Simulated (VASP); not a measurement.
# Mg (P6_3/mmc) in VASP: further runs, part 2 of 2

VASP 6.6.1.

## 3. Single point, b88 exchange, pbe correlation

This run uses another cell than the first one, of 21.84 Å³/atom.

INCAR reads:

```
SYSTEM = Mg
PREC = Accurate ; ENCUT = 600
EDIFF = 1E-6 ; ISMEAR = -1
SIGMA = 0.05 ; LREAL = .False.
LASPH = .True. ; NELM = 120
ALGO = Normal ; ISIF = 2
LWAVE = .False. ; LCHARG = .True.
GGA = LIBXC ; LIBXC1 = GGA_X_B88
LIBXC2 = GGA_C_PBE ; LELF = .True.
LVHAR = .True. ; NBANDS = 9
GGA_COMPAT = .False.
```

KPOINTS reads:

```
Automatic mesh
0
Gamma
  10 10 5
  0 0 0
```

POSCAR reads:

```
Mg
1.0
    3.1437856987      0.0000000000      0.0000000000
   -1.5718928494      2.7225982792      0.0000000000
    0.0000000000      0.0000000000      5.1039375022
Mg
2
Direct
    0.6666666667      0.3333333333      0.7500000000
    0.3333333333      0.6666666667      0.2500000000
```

Potentials or basis: VASP PAW PBE potentials, release 64 (Mg).

Command:

```console
cat potpaw_PBE.64/Mg/POTCAR > POTCAR
mpirun -np 1 vasp_std > vasp.out
```

OUTCAR:

```text
SYSTEM = Mg
   PREC = Accurate
   ENCUT = 600
   EDIFF = 1E-6
   ISMEAR = -1
   LREAL = .False.
   LASPH = .True.
   NELM = 120
   ISIF = 2
   GGA = LIBXC

 ion  position               nearest neighbor table
   1  0.667  0.333  0.750-   2 3.13   2 3.13   2 3.13   2 3.13   2 3.13   2 3.13
   2  0.333  0.667  0.250-   1 3.13   1 3.13   1 3.13   1 3.13   1 3.13   1 3.13

  LATTYP: Found a hexagonal cell.
 ALAT       =     3.1437856987
 C/A-ratio  =     1.6235004518

  Lattice vectors:

 A1 = (   3.1437856987,   0.0000000000,   0.0000000000)
 A2 = (  -1.5718928494,   2.7225982792,   0.0000000000)
 A3 = (   0.0000000000,   0.0000000000,   5.1039375022)

Analysis of symmetry for initial positions (statically):
=====================================================================
 Subroutine PRICEL returns:
 Original cell was already a primitive cell.

 Routine SETGRP: Setting up the symmetry group for a
 hexagonal supercell.

 Subroutine GETGRP returns: Found 24 space group operations
 (whereof 12 operations were pure point group operations)
 out of a pool of 24 trial point group operations.

The static configuration has the point symmetry D_3d.
 The point group associated with its full space group is D_6h.

Analysis of symmetry for dynamics (positions and initial velocities):
=====================================================================
 Subroutine PRICEL returns:
 Original cell was already a primitive cell.

 Routine SETGRP: Setting up the symmetry group for a
 hexagonal supercell.

 Subroutine GETGRP returns: Found 24 space group operations
 (whereof 12 operations were pure point group operations)
 out of a pool of 24 trial point group operations.

The dynamic configuration has the point symmetry D_3d.
 The point group associated with its full space group is D_6h.

 Subroutine INISYM returns: Found 24 space group operations
 (whereof 12 operations are pure point group operations),
 and found     1 'primitive' translations

[... 118 lines left out ...]
   LORBIT       =      0    0 simple, 1 ext, 2 COOP (PROOUT), +10 PAW based schemes
   GGA     = LIBXC    functional components
   LHFCALC =     F    Hartree Fock is set to
   AEXX    =    0.0000 exact exchange contribution
   IVDW    =     0    specifies the selected vdW correction
   LEPSILON=     F    determine dielectric tensor
   LRPA    =     F    only Hartree local field effects (RPA)
 non-spin polarized calculation
  energy-cutoff  :      600.00
  volume of cell :       43.69
 maximum number of plane-waves:      1473
 NGX is ok and might be reduce to    28
   NGX = 13   NGY = 13   NGZ = 21

 number of electron       4.0000000 magnetization

 Free energy of the ion-electron system (eV)
  ---------------------------------------------------
  ext. energy  EPLUGINS =         0.00000000
  ---------------------------------------------------
  free energy    TOTEN  =        -2.80422823 eV

  energy without entropy =       -2.79329753  energy(sigma->0) =       -2.79876288

 E-fermi :   2.9571     XC(G=0):  -8.6182

 val. band max:        2.9353588638   @ k =   0.4000   0.1000   0.4000
 cond. band min:       2.9702315075   @ k =   0.3000   0.3000   0.0000
 fundamental gap:      0.0348726437
 Fermi energy:         2.9570966491

 k-point     1 :       0.0000    0.0000    0.0000
  band No.  band energies     occupation
      1      -4.2163      2.00000
      2       1.1590      2.00000
      3       1.6945      2.00000
      4      14.1654      0.00000
      5      14.1654      0.00000
      6      14.3743      0.00000
      7      14.3743      0.00000
      8      15.0552      0.00000
      9      16.8244      0.00000
[... 265 lines left out ...]
 k-point    24 :       0.4000    0.1000    0.2000
  band No.  band energies     occupation
      1       0.1754      2.00000
      2       2.0301      2.00000
      3       3.5621      0.00001
      4       5.3413      0.00000
      5       7.3197      0.00000
      6       8.4281      0.00000
      7      10.0270      0.00000
      8      11.2656      0.00000
      9      13.9013      0.00000

 [... further k-points ...]

------------------------ aborting loop because EDIFF is reached ----------------------------------------

  FORCE on cell =-STRESS in cart. coord.  units (eV):
  Direction    XX          YY          ZZ          XY          YZ          ZX
  --------------------------------------------------------------------------------------
  -------------------------------------------------------------------------------------
  Total        0.5281150      0.5281150      0.8142555     -0.0000000      0.0000000      0.0000000
  in kB       19.3685559     19.3685559     29.8627249     -0.0000000      0.0000000      0.0000000
  external PRESSURE =      22.8666122 kB  Pullay stress =       0.0000000 kB

 VOLUME and BASIS-vectors are now :
 -----------------------------------------------------------------------------
  energy-cutoff  :      600.00
  volume of cell :       43.69
      direct lattice vectors                 reciprocal lattice vectors
     3.143785699  0.000000000  0.000000000     0.318087839  0.183648100  0.000000000
    -1.571892849  2.722598279  0.000000000     0.000000000  0.367296199  0.000000000
     0.000000000  0.000000000  5.103937502     0.000000000  0.000000000  0.195927164

 POSITION                                       TOTAL-FORCE (eV/Angst)
 -----------------------------------------------------------------------------------
      1.57189      0.90753      3.82795        -0.000000      0.000000      0.000000
     -0.00000      1.81507      1.27598         0.000000     -0.000000      0.000000
 -----------------------------------------------------------------------------------
    total drift:                                0.000000     -0.000000      0.000000

  FREE ENERGIE OF THE ION-ELECTRON SYSTEM (eV)
  ---------------------------------------------------
  free  energy   TOTEN  =        -2.8042282319 eV

  energy  without entropy=       -2.7932975259  energy(sigma->0) =       -2.79876288
```

OSZICAR:

```text
N       E                     dE             d eps       ncg     rms          rms(c)
DAV:   1     0.198808238816E+00    0.19881E+00   -0.14902E+03   764   0.362E+02
DAV:   2    -0.276235594431E+01   -0.29612E+01   -0.28355E+01  1015   0.288E+01
DAV:   3    -0.280523875080E+01   -0.42883E-01   -0.42838E-01  1022   0.284E+00
DAV:   4    -0.280536255215E+01   -0.12380E-03   -0.12379E-03   974   0.148E-01
DAV:   5    -0.280536314750E+01   -0.59535E-06   -0.59548E-06  1035   0.969E-03    0.941E-01
DAV:   6    -0.280518259465E+01    0.18055E-03   -0.79498E-04   891   0.198E-01    0.608E-01
DAV:   7    -0.280422554401E+01    0.95705E-03   -0.28006E-03   794   0.388E-01    0.340E-02
DAV:   8    -0.280422622236E+01   -0.67835E-06   -0.21797E-05   989   0.249E-02    0.702E-03
DAV:   9    -0.280422821590E+01   -0.19935E-05   -0.10017E-06   847   0.566E-03    0.985E-04
DAV:  10    -0.280422823186E+01   -0.15959E-07   -0.15016E-08   450   0.762E-04
   1 F= -.28042282E+01 E0= -.27987629E+01  d E =-.109307E-01
```

Wall time 15 s (1 thread of Intel Xeon Platinum 8488C (Sapphire Rapids), shared host); peak memory 0.17 GiB.

What came out:

```yaml
Free_energy: -2.8042 eV
Pressure: 2.3 GPa
Band_gap_on_the_k_mesh: zero (bands 2 and 3 overlap by 1.88 eV)
```

Stress tensor (GPa, compression positive):
```
1.94 0.00 0.00
0.00 1.94 0.00
0.00 0.00 2.99
```

Levels at points of the mesh, in eV from the Fermi level:
| k point | band 1 | band 2 | band 3 | band 4 | band 5 |
| --- | --- | --- | --- | --- | --- |
| (0.00, 0.00, 0.00) | -7.17 | -1.80 | -1.26 | 11.21 | 11.21 |
| (0.50, 0.00, 0.00) | -2.26 | -2.21 | 2.70 | 3.02 | 3.40 |

Caveat: the PAW data sets were made with another functional, which shifts forces and pressure a little.

## 4. Single point, b88 exchange, pbe correlation

This run uses another cell than the first one, of 22.31 Å³/atom.

INCAR reads:

```
PREC = Accurate
ENCUT = 600
EDIFF = 1E-6
ISMEAR = -1
SIGMA = 0.05
LREAL = F
LASPH = T
NELM = 120
ALGO = Normal
ISIF = 2
LWAVE = F
LCHARG = F
GGA = LIBXC
LIBXC1 = GGA_X_B88
LIBXC2 = GGA_C_PBE
NBANDS = 9
GGA_COMPAT = F
```

KPOINTS reads:

```
regular mesh
0
Gamma
  10 10 5
```

POSCAR reads:

```
Mg
1.0
    3.1659257641      0.0000000000      0.0000000000
   -1.5829628820      2.7417721382      0.0000000000
    0.0000000000      0.0000000000      5.1398819084
Mg
2
Direct
    0.6666666667      0.3333333333      0.7500000000
    0.3333333333      0.6666666667      0.2500000000
```

Command:

```console
cat potpaw_PBE.64/Mg/POTCAR > POTCAR
mpirun -np 1 vasp_std > vasp.out
```

Run time: 17 s. Hardware: 1 thread of Intel Xeon Platinum 8488C (Sapphire Rapids), shared host; peak memory 0.17 GiB.

It converged, with:

* Free energy: -2.8149 eV
* Pressure: 1.4 GPa
* Band gap on the k mesh: zero (bands 2 and 3 overlap by 1.88 eV)

Stress tensor (GPa, compression positive):
```
1.04 0.00 0.00
0.00 1.04 0.00
0.00 0.00 2.12
```

Levels at points of the mesh, in eV from the Fermi level:
| k point | band 1 | band 2 | band 3 | band 4 | band 5 | band 6 | band 7 |
| --- | --- | --- | --- | --- | --- | --- | --- |
| (0.00, 0.00, 0.00) | -7.08 | -1.76 | -1.26 | 11.09 | 11.09 | 11.25 | 11.25 |
| (0.50, 0.00, 0.00) | -2.22 | -2.19 | 2.67 | 3.01 | 3.34 | 3.74 | 7.00 |

Caveat: the PAW data sets were made with another functional, which shifts forces and pressure a little.

## 5. The runs side by side

```tsv
task	level	cell	gap on the mesh (eV)	pressure (GPa)
relaxation of cell and atoms	r2SCAN	relaxed from a = 3.209, b = 3.209, c = 5.210 Å, angles 90.0, 90.0, 120.0°, 2 atoms	none	0.1
single point	b88 exchange, pbe correlation	a = 3.144, b = 3.144, c = 5.104 Å, angles 90.0, 90.0, 120.0°, 2 atoms	none	2.3
single point	b88 exchange, pbe correlation	a = 3.166, b = 3.166, c = 5.140 Å, angles 90.0, 90.0, 120.0°, 2 atoms	none	1.4
```

Alike in all rows: potentials or basis VASP PAW PBE potentials, release 64 (Mg); no spin polarisation; k mesh 10 × 10 × 5; cutoff (eV) 600; smearing fermi-dirac 0.05 eV.

Caveats: the PAW data sets were made with another functional, which shifts forces and pressure a little.

Total energies depend on the potentials used, so only differences within one code and one set of settings carry meaning.
